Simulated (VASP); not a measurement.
# AlAs (F-43m) in VASP: single point with PBE

Aim: the single point of AlAs with PBE.

Everything below comes from runs of VASP 6.6.1. Logs are shortened: lines on timing, memory, paths and dates and some standing lists are left out, and cuts for length are marked.

## Step 1: The cell of the first run

It takes space group F-43m (No. 216, cubic). Conventional cell: a = 5.658 Å, b = 5.658 Å, c = 5.658 Å, α = 90.00°, β = 90.00°, γ = 90.00°. Al (site symmetry -43m) has 4 As at 2.45 Å within 3.2 Å. As (site symmetry -43m) has 4 Al at 2.45 Å within 3.2 Å.

## Step 2: Single point, PBE

INCAR

```
PREC     = Accurate       # precision mode
ENCUT    = 500            # plane-wave cutoff, eV
EDIFF    = 1E-6           # SCF threshold, eV
ISMEAR   = -1             # smearing method
SIGMA    = 0.1            # smearing width, eV
LREAL    = F              # projectors in reciprocal space
LASPH    = T              # aspherical terms in the spheres
NELM     = 120            # most SCF steps
ALGO     = Normal         # electronic algorithm
ISIF     = 2              # what is computed and relaxed
LWAVE    = F              # write WAVECAR
LCHARG   = T              # write CHGCAR
GGA      = PE             # functional
LELF     = T              # ELF
LVHAR    = T            
NBANDS   = 11             # bands
GGA_COMPAT= F
```

KPOINTS

```
Automatic mesh
0
Gamma
  8 8 8
```

POSCAR

```
AlAs
1.0
    0.0000000000      2.8289660000      2.8289660000
    2.8289660000      0.0000000000      2.8289660000
    2.8289660000      2.8289660000      0.0000000000
Al As
1 1
Direct
    0.0000000000      0.0000000000      0.0000000000
    0.2500000000      0.2500000000      0.2500000000
```

Potentials or basis: VASP PAW PBE potentials, release 64 (Al, As).

Launch:

```sh
cat potpaw_PBE.64/Al/POTCAR potpaw_PBE.64/As/POTCAR > POTCAR
mpirun -np 1 vasp_std > vasp.out
```

OUTCAR:

```text
PREC = Accurate
   ENCUT = 500
   EDIFF = 1E-6
   ISMEAR = -1
   LREAL = F
   LASPH = T
   NELM = 120
   ISIF = 2
   GGA = PE

 ion  position               nearest neighbor table
   1  0.000  0.000  0.000-   2 2.45   2 2.45   2 2.45   2 2.45
   2  0.250  0.250  0.250-   1 2.45   1 2.45   1 2.45   1 2.45

  LATTYP: Found a face centered cubic cell.
 ALAT       =     5.6579320000

  Lattice vectors:

 A1 = (   0.0000000000,   2.8289660000,   2.8289660000)
 A2 = (   2.8289660000,   0.0000000000,   2.8289660000)
 A3 = (   2.8289660000,   2.8289660000,   0.0000000000)

Analysis of symmetry for initial positions (statically):
=====================================================================
 Subroutine PRICEL returns:
 Original cell was already a primitive cell.

 Routine SETGRP: Setting up the symmetry group for a
 face centered cubic supercell.

 Subroutine GETGRP returns: Found 24 space group operations
 (whereof 24 operations were pure point group operations)
 out of a pool of 48 trial point group operations.

The static configuration has the point symmetry T_d .

Analysis of symmetry for dynamics (positions and initial velocities):
=====================================================================
 Subroutine PRICEL returns:
 Original cell was already a primitive cell.

 Routine SETGRP: Setting up the symmetry group for a
 face centered cubic supercell.

 Subroutine GETGRP returns: Found 24 space group operations
 (whereof 24 operations were pure point group operations)
 out of a pool of 48 trial point group operations.

The dynamic configuration has the point symmetry T_d .

 Subroutine INISYM returns: Found 24 space group operations
 (whereof 24 operations are pure point group operations),
 and found     1 'primitive' translations

----------------------------------------------------------------------------------------

                                     Primitive cell

  volume of cell :      45.2807

  direct lattice vectors                    reciprocal lattice vectors
     0.000000000  2.828966000  2.828966000    -0.176743022  0.176743022  0.176743022
     2.828966000  0.000000000  2.828966000     0.176743022 -0.176743022  0.176743022
     2.828966000  2.828966000  0.000000000     0.176743022  0.176743022 -0.176743022

  length of vectors
     4.000762085  4.000762085  4.000762085     0.306127894  0.306127894  0.306127894

  position of ions in fractional coordinates (direct lattice)
     0.000000000  0.000000000  0.000000000
     0.250000000  0.250000000  0.250000000

  ion indices of the primitive-cell ions
   primitive index   ion index
                 1           1
                 2           2

----------------------------------------------------------------------------------------

 KPOINTS: Automatic mesh

Automatic generation of k-mesh.
 Grid dimensions read from file:
 generate k-points for:    8    8    8

 Generating k-lattice:

  Cartesian coordinates                     Fractional coordinates (reciprocal lattice)
    -0.022092878  0.022092878  0.022092878     0.125000000  0.000000000  0.000000000
     0.022092878 -0.022092878  0.022092878     0.000000000  0.125000000  0.000000000
     0.022092878  0.022092878 -0.022092878     0.000000000  0.000000000  0.125000000

  Length of vectors
     0.038265987  0.038265987  0.038265987

  Shift w.r.t. Gamma in fractional coordinates (k-lattice)
     0.000000000  0.000000000  0.000000000

 Subroutine IBZKPT returns following result:
 ===========================================

 Found     29 irreducible k-points:

 Following reciprocal coordinates:
            Coordinates               Weight
  0.000000  0.000000  0.000000      1.000000
  0.125000  0.000000  0.000000      8.000000
  0.250000  0.000000  0.000000      8.000000
  0.375000  0.000000  0.000000      8.000000
  0.500000  0.000000  0.000000      4.000000
  0.125000  0.125000  0.000000      6.000000
[... 16 lines left out ...]
  0.500000  0.250000  0.125000     48.000000
 -0.375000  0.250000  0.125000     24.000000
 [... further k-points ...]
   k-points           NKPTS =     29   k-points in BZ     NKDIM =     29   number of bands    NBANDS=     11
   number of dos      NEDOS =    301   number of ions     NIONS =      2
   total plane-waves  NPLWV =  27000
   dimension x,y,z NGX =    30 NGY =   30 NGZ =   30
   dimension x,y,z NGXF=    60 NGYF=   60 NGZF=   60
   ions per type =               1   1
   NGX,Y,Z   is equivalent  to a cutoff of  12.47, 12.47, 12.47 a.u.
   NGXF,Y,Z  is equivalent  to a cutoff of  24.93, 24.93, 24.93 a.u.
 SYSTEM =  unknown system
   PREC   = accura    normal or accurate (medium, high low for compatibility)
   ISTART =      0    job   : 0-new  1-cont  2-samecut
   ICHARG =      2    charge: 1-file 2-atom 10-const
   ISPIN  =      1    spin polarized calculation?
   LNONCOLLINEAR =      F non collinear calculations
   LSORBIT =      F    spin-orbit coupling
   LASPH  =      T    aspherical Exc in radial PAW
   ENCUT  =  500.0 eV  36.75 Ry    6.06 a.u.   7.29  7.29  7.29*2*pi/ulx,y,z
   NELM   =    120;   NELMIN=  2; NELMDL= -5     # of ELM steps
   EDIFF  = 0.1E-05   stopping-criterion for ELM
   LREAL  =      F    real-space projection
   EDIFFG = 0.1E-04   stopping-criterion for IOM
   NSW    =      0    number of steps for IOM
   IBRION =     -1    ionic relax: 0-MD 1-quasi-New 2-CG
   NFREE  =      0    steps in history (QN), initial steepest desc. (CG)
   ISIF   =      2    stress and relaxation
   ISYM   =      2    0-nonsym 1-usesym 2-fastsym
   POTIM  = 0.5000    time-step for ionic-motion
   TEBEG  =    0.0;   TEEND  =   0.0 temperature during run
   PSTRESS=    0.0 pullay stress
   NELECT =       8.0000    total number of electrons
   NUPDOWN=      -1.0000    fix difference up-down
   EMIN   =  10.00;   EMAX   =-10.00  energy-range for DOS
   EFERMI =   0.00;   METHOD = LEGACY
   ISMEAR =    -1;   SIGMA  =   0.10  broadening in eV -4-tet -1-fermi 0-gaus
   EFERMI_NEDOS =   21; number of points for ismear=-14 and -15
   IALGO  =     38    algorithm
   IMIX   =      4    mixing-type and parameters
     AMIX     =   0.40;   BMIX     =  1.00
     AMIX_MAG =   1.60;   BMIX_MAG =  1.00
  volume/ion in A,a.u.               =      22.64       152.78
  Fermi-wavevector in a.u.,A,eV,Ry     =   0.918615  1.735932 11.481337  0.843854
  Thomas-Fermi vector in A             =   2.043717
   LORBIT       =      0    0 simple, 1 ext, 2 COOP (PROOUT), +10 PAW based schemes
   GGA     = PE    functional components
   LHFCALC =     F    Hartree Fock is set to
   AEXX    =    0.0000 exact exchange contribution
   IVDW    =     0    specifies the selected vdW correction
   LEPSILON=     F    determine dielectric tensor
   LRPA    =     F    only Hartree local field effects (RPA)
 non-spin polarized calculation
  energy-cutoff  :      500.00
  volume of cell :       45.28
 maximum number of plane-waves:      1174
 NGX is ok and might be reduce to    30
   NGX = 15   NGY = 15   NGZ = 15

 number of electron       8.0000000 magnetization

 Free energy of the ion-electron system (eV)
  ---------------------------------------------------
  ext. energy  EPLUGINS =         0.00000000
  ---------------------------------------------------
  free energy    TOTEN  =        -9.37216065 eV

  energy without entropy =       -9.37212981  energy(sigma->0) =       -9.37214523

 E-fermi :   4.6649     XC(G=0):  -9.0475

 val. band max:        3.9023817894   @ k =   0.0000   0.0000   0.0000
 cond. band min:       5.3343698210   @ k =   0.5000   0.5000   0.0000
 fundamental gap:      1.4319880316
 Fermi energy:         4.6649379041

 k-point     1 :       0.0000    0.0000    0.0000
  band No.  band energies     occupation
      1      -7.9710      2.00000
      2       3.9024      1.99902
      3       3.9024      1.99902
      4       3.9024      1.99902
      5       5.9756      0.00000
      6       8.1921      0.00000
      7       8.1921      0.00000
      8       8.1921      0.00000
      9      12.7815      0.00000
     10      12.9167      0.00000
     11      12.9167      0.00000

 k-point     2 :       0.1250    0.0000    0.0000
  band No.  band energies     occupation
      1      -7.8177      2.00000
      2       2.4765      2.00000
      3       3.7409      1.99981
      4       3.7409      1.99981
      5       6.7135      0.00000
      6       8.4748      0.00000
      7       8.4748      0.00000
      8       8.6047      0.00000
      9      12.3133      0.00000
     10      12.3133      0.00000
     11      13.5014      0.00000

 k-point     3 :       0.2500    0.0000    0.0000
  band No.  band energies     occupation
      1      -7.3921      2.00000
      2       0.5143      2.00000
      3       3.4225      1.99999
      4       3.4225      1.99999
      5       6.5272      0.00000
      6       8.8164      0.00000
      7       8.8164      0.00000
      8      10.3671      0.00000
      9      12.2110      0.00000
     10      12.2110      0.00000
     11      13.3056      0.00000

 k-point     4 :       0.3750    0.0000    0.0000
  band No.  band energies     occupation
      1      -6.8412      2.00000
      2      -1.0384      2.00000
      3       3.1682      2.00000
      4       3.1682      2.00000
      5       6.1815      0.00000
      6       8.7005      0.00000
      7       8.7005      0.00000
      8      11.6230      0.00000
      9      13.5126      0.00000
     10      13.5126      0.00000
     11      13.6557      0.00000
[... 239 lines left out ...]
 k-point    22 :       0.3750    0.2500    0.1250
  band No.  band energies     occupation
      1      -7.0359      2.00000
      2       0.1367      2.00000
      3       1.9444      2.00000
      4       2.9244      2.00000
      5       7.4984      0.00000
      6       8.1899      0.00000
      7       9.2052      0.00000
      8      10.4378      0.00000
      9      12.0883      0.00000
     10      14.3533      0.00000
     11      15.9528      0.00000

 k-point    23 :       0.5000    0.2500    0.1250
  band No.  band energies     occupation
      1      -6.5397      2.00000
      2      -0.8820      2.00000
      3       1.3587      2.00000
      4       2.5413      2.00000
      5       7.5862      0.00000
      6       8.3677      0.00000
      7       9.6955      0.00000
      8      10.7752      0.00000
      9      13.2578      0.00000
     10      14.4662      0.00000
     11      16.0904      0.00000

 k-point    24 :      -0.3750    0.2500    0.1250
  band No.  band energies     occupation
      1      -6.2829      2.00000
      2      -1.3652      2.00000
      3       1.2080      2.00000
      4       2.3574      2.00000
      5       7.5759      0.00000
      6       8.1493      0.00000
      7      10.5894      0.00000
      8      11.5528      0.00000
      9      12.2692      0.00000
     10      14.9222      0.00000
     11      16.2126      0.00000

 [... further k-points ...]

------------------------ aborting loop because EDIFF is reached ----------------------------------------

  FORCE on cell =-STRESS in cart. coord.  units (eV):
  Direction    XX          YY          ZZ          XY          YZ          ZX
  --------------------------------------------------------------------------------------
  -------------------------------------------------------------------------------------
  Total        0.8174121      0.8174121      0.8174121      0.0000000     -0.0000000      0.0000000
  in kB       28.9226770     28.9226770     28.9226770      0.0000000     -0.0000000      0.0000000
  external PRESSURE =      28.9226770 kB  Pullay stress =       0.0000000 kB

 VOLUME and BASIS-vectors are now :
 -----------------------------------------------------------------------------
  energy-cutoff  :      500.00
  volume of cell :       45.28
      direct lattice vectors                 reciprocal lattice vectors
     0.000000000  2.828966000  2.828966000    -0.176743022  0.176743022  0.176743022
     2.828966000  0.000000000  2.828966000     0.176743022 -0.176743022  0.176743022
     2.828966000  2.828966000  0.000000000     0.176743022  0.176743022 -0.176743022

 POSITION                                       TOTAL-FORCE (eV/Angst)
 -----------------------------------------------------------------------------------
      0.00000      0.00000      0.00000         0.000000      0.000000      0.000000
      1.41448      1.41448      1.41448        -0.000000     -0.000000     -0.000000
 -----------------------------------------------------------------------------------
    total drift:                               -0.000000     -0.000000     -0.000000

  FREE ENERGIE OF THE ION-ELECTRON SYSTEM (eV)
  ---------------------------------------------------
  free  energy   TOTEN  =        -9.3721606499 eV

  energy  without entropy=       -9.3721298073  energy(sigma->0) =       -9.37214523
```

Run time: 29 s. Hardware: 1 thread of Intel Xeon 8259CL, shared host; peak memory 0.17 GiB.

Results:

- Free energy: -9.3722 eV
- Pressure: 2.9 GPa
- Band gap on the k mesh: 1.43 eV, indirect (least direct gap 2.07 eV)
